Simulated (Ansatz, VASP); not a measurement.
# One calculation of HgTe, two programs

Contents of POSCAR:

```
HgTe
1.0
    3.1011612153     -3.5617497626      0.0000000000
    3.1011612153      3.5617497626      0.0000000000
    0.0000000000      0.0000000000      5.5619578730
Hg Te
2 2
Direct
    0.3235325388      0.6764674612      0.7500000000
    0.6764674612      0.3235325388      0.2500000000
    0.7700436581      0.2299563419      0.7500000000
    0.2299563419      0.7700436581      0.2500000000
```

Contents of INCAR.step1:

```
  ALGO = Normal
  EDIFF = 1E-4
  ENCUT = 520
  GGA = PE
  ISMEAR = 0
  LASPH = T
  LCHARG = F
  LREAL = F
  LWAVE = T
  NBANDS = 26
  NELM = 60
  PREC = Accurate
  SIGMA = 0.15
```

The input INCAR.step2:

```
  ALGO = Normal
  EDIFF = 1E-6
  ENCUT = 520
  ISIF = 2
  ISMEAR = 0
  ISTART = 1
  LASPH = T
  LCHARG = F
  LMIXTAU = T
  LREAL = F
  LWAVE = F
  METAGGA = R2SCAN
  NBANDS = 26
  NELM = 60
  PREC = Accurate
  SIGMA = 0.15
```

Contents of KPOINTS:

```
k-points
0
Gamma
  12 12 8
```

Input for Ansatz:

```yaml
crystal:
  lattice:
    - [3.1011612153, -3.5617497626, 0.0]
    - [3.1011612153, 3.5617497626, 0.0]
    - [0.0, 0.0, 5.561957873]
  atoms:
    - { symbol: Hg, position: [0.3235325388, 0.6764674612, 0.75] }
    - { symbol: Hg, position: [0.6764674612, 0.3235325388, 0.25] }
    - { symbol: Te, position: [0.7700436581, 0.2299563419, 0.75] }
    - { symbol: Te, position: [0.2299563419, 0.7700436581, 0.25] }
basis:
  ecutwfc: 500
kpoints:
  mp_grid: { grid: [12, 12, 8] }
hamiltonian:
  xc: r2scan
scf:
  occupations: { method: gaussian, width: 0.15 }
output:
  forces: true
  stress: true
  eigenvalues: true
```

Change from the starting cell: strain +0.050 along x and y, -0.050 along z, atoms carried along.

Alike in both runs: task single point; functional r2SCAN; k mesh 12 × 12 × 8; occupations gaussian, width 0.15 eV; no spin polarisation.

```csv
,VASP,Ansatz
version,VASP 6.6.1,Ansatz 0.2.0
potentials or method,"VASP PAW PBE potentials, release 64 (Hg, Te), cutoff 520 eV","scalar-relativistic, plane waves, PAW"
valence electrons in the cell,36,72
```

|  | VASP | Ansatz | Ansatz less VASP |
| --- | --- | --- | --- |
| gap on the k mesh at the Fermi level (eV) | none | none | - |
| pressure (GPa) | -0.4 | -0.5 | -0.14 |
| traceless stress, the component that is largest in VASP (GPa) | 3.05 | 2.92 | -0.129 |
| rms of the force components (eV/Å) | 0.088 | 0.080 | -0.0075 |

VASP's potentials were made for PBE, not for r2SCAN. Atom by atom the forces differ by 0.008 eV/Å (rms over components). A gap of «none» marks a metal or a gap that the smearing closes. VASP's potentials hold 36 valence electrons a cell and Ansatz's 72, so a difference there can come from the potentials and not from the codes.

Spin-orbit coupling is off throughout.
